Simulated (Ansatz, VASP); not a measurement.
# One calculation of B, two programs

The input INCAR:

```
SYSTEM = B
PREC = Accurate
ENCUT = 520
EDIFF = 1E-6
ISMEAR = -1
SIGMA = 0.01
LREAL = .FALSE.
LASPH = .TRUE.
NELM = 150
ALGO = Normal
ISIF = 2
LWAVE = .FALSE.
LCHARG = .FALSE.
ISPIN = 2
MAGMOM = 1
LORBIT = 11
GGA = PE
ISYM = 0
NBANDS = 12
```

Contents of KPOINTS:

```
regular mesh
0
G
  1 1 1
  0 0 0
```

Contents of POSCAR:

```
B
1.0
   14.0000000000      0.0000000000      0.0000000000
    0.0000000000     14.4000000000      0.0000000000
    0.0000000000      0.0000000000     14.8000000000
B
1
Direct
    0.5000000000      0.5000000000      0.5000000000
```

Input for Ansatz:

```yaml
crystal:
  lattice:
    - [14.0, 0.0, 0.0]
    - [0.0, 14.4, 0.0]
    - [0.0, 0.0, 14.8]
  atoms:
    - { symbol: B, position: [0.5, 0.5, 0.5], spin: 1.0 }
  symmetry: { detect: false, time_reversal: true }
hamiltonian:
  xc: pbe
  pseudopotentials:
    kind: paw
    azcp:
      B: "pseudopotentials/B.paw.azcp"
basis:
  ecutwfc: 420
  fft_grid_basis: typed
kpoints:
  mp_grid: { grid: [1, 1, 1], shift: [0, 0, 0] }
magnetization:
  spin_polarized: true
scf:
  occupations: { method: fermi_dirac, width: 0.01 }
```

Alike in both runs: task single point; functional PBE; k mesh 1 × 1 × 1; occupations fermi-dirac, width 0.01 eV; collinear spin.

|  | VASP | Ansatz |
| --- | --- | --- |
| version | VASP 6.6.1 | Ansatz 0.2.0 |
| potentials or method | VASP PAW PBE potentials, release 64 (B), cutoff 520 eV | plane waves (420 eV) with PAW, scalar-relativistic |
| valence electrons in the cell | 3 | 3 |

```csv
,VASP,Ansatz,Ansatz less VASP
gap on the k mesh at the Fermi level (eV),4.69,0.55,-4.142
net moment per atom (μB),1.00,1.00,0.000
size of the moment on the site where the two differ most (μB),0.42,1.00,+0.581
```

Site moments also hang on the region over which each program counts them. Ansatz's warnings: magnetization residual over threshold, negative dielectric reading, stability check not made.
